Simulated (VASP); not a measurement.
Here is a VASP 6.6.1 calculation.

Contents of INCAR:

```
SYSTEM = MnO
PREC     = Accurate       ! precision mode
ENCUT    = 520            ! plane-wave cutoff, eV
EDIFF    = 1E-6           ! SCF threshold, eV
ISMEAR   = -1             ! smearing method
SIGMA    = 0.05           ! smearing width, eV
LREAL    = .FALSE.        ! projectors in reciprocal space
LASPH    = .TRUE.         ! aspherical terms in the spheres
NELM     = 80             ! most SCF steps
ALGO     = Normal         ! electronic algorithm
ISIF     = 2              ! what is computed and relaxed
LWAVE    = .FALSE.        ! write WAVECAR
LCHARG   = .FALSE.        ! write CHGCAR
GGA      = PE             ! functional
NBANDS   = 27             ! bands
```

File KPOINTS:

```
Automatic mesh
0
G
  9 9 5
  0 0 0
```

The input POSCAR:

```
MnO
1.0
    3.3717000000      0.0000000000      0.0000000000
   -1.6858500000      2.9199778500      0.0000000000
    0.0000000000      0.0000000000      5.3855000000
Mn O
2 2
Direct
    0.3333333300      0.6666666700      0.0109600000
    0.6666666700      0.3333333300      0.5109600000
    0.3333333300      0.6666666700      0.3754700000
    0.6666666700      0.3333333300      0.8754700000
```

Potentials or basis: VASP PAW PBE potentials, release 64 (Mn_pv, O).

The run is started by

```console
$ cat potpaw_PBE.64/Mn_pv/POTCAR potpaw_PBE.64/O/POTCAR > POTCAR
$ mpirun -np 1 vasp_std > vasp.out
```

**Question.** Predict the pressure.

**Answer.** -28.7 GPa.

**Question.** Estimate the band gap on the k mesh.

**Answer.** Zero (bands 19 and 20 overlap by 0.38 eV).

Forces on the atoms (eV/Å):
```
Mn   0.000  0.000 -0.334
Mn   0.000  0.000 -0.334
O    0.000  0.000  0.334
O    0.000  0.000  0.334
```

Caveat: the stress differs along the axes, from -31 to -24 GPa; the run has no spin polarisation, though such a crystal can be magnetic; semilocal functionals often make such compounds metallic where correlation or magnetic order opens a gap, which also shifts bond lengths. With open d or f shells a metallic result of PBE can be an artefact of self-interaction; +U or a hybrid may open a gap.
